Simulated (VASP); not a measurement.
A run of VASP 6.6.1 is set up as follows.

The input INCAR:

```
PREC = Accurate
ENCUT = 500
EDIFF = 1E-7
ISMEAR = 0
SIGMA = 0.1
LREAL = False
LASPH = True
NELM = 200
ALGO = Normal
ISIF = 3
LWAVE = False
LCHARG = False
GGA = PE
IBRION = 2
NSW = 100
EDIFFG = -0.01
GGA_COMPAT = False
NELMIN = 4
LMAXMIX = 6
```

The input KPOINTS:

```
Automatic mesh
0
Gamma
  12 12 10
```

The input POSCAR:

```
SmHfW
1.0
    4.2169248728      0.0000000000      0.0000000000
    0.0000000000      4.2169248728      0.0000000000
    0.0000000000      0.0000000000      4.8656632046
Sm Hf W
1 1 1
Direct
    0.0000000000      0.0000000000      0.0000000000
    0.5000000000      0.5000000000      0.0000000000
    0.5000000000      0.5000000000      0.5000000000
```

Potentials or basis: VASP PAW PBE potentials, release 64 (Sm_3, Hf_pv, W_sv), 4f in core.

Launch:

```sh
$ cat potpaw_PBE.64/Sm_3/POTCAR potpaw_PBE.64/Hf_pv/POTCAR potpaw_PBE.64/W_sv/POTCAR > POTCAR
$ mpirun -np 1 vasp_std > vasp.out
```

Estimate the relaxed volume.

29.17 Å³/atom.

What does it give for the band gap on the k mesh?

Zero (an odd number of electrons rules out a gap without spin polarisation).

What does it give for the space group after relaxing (to 0.1 Å)?

P4/mmm (No. 123).

Estimate the relaxed cell.

a = 4.225 Å, b = 4.225 Å, c = 4.902 Å, α = 90.00°, β = 90.00°, γ = 90.00°.

Final structure:
```xyz
3
Lattice="4.2252 0.0000 0.0000 0.0000 4.2252 0.0000 0.0000 0.0000 4.9019" Properties=species:S:1:pos:R:3 pbc="T T T"
Sm    0.0000    4.2252    0.0000
Hf    2.1126    2.1126    0.0000
W     2.1126    2.1126    2.4509
```

Caveat: spin-orbit coupling is left out, which moves the levels of the heavy elements; the 4f electrons are frozen in the core, so they carry no moment and show no levels. Spin polarisation is off, so any magnetic state and its effect on volume and gap are missing.
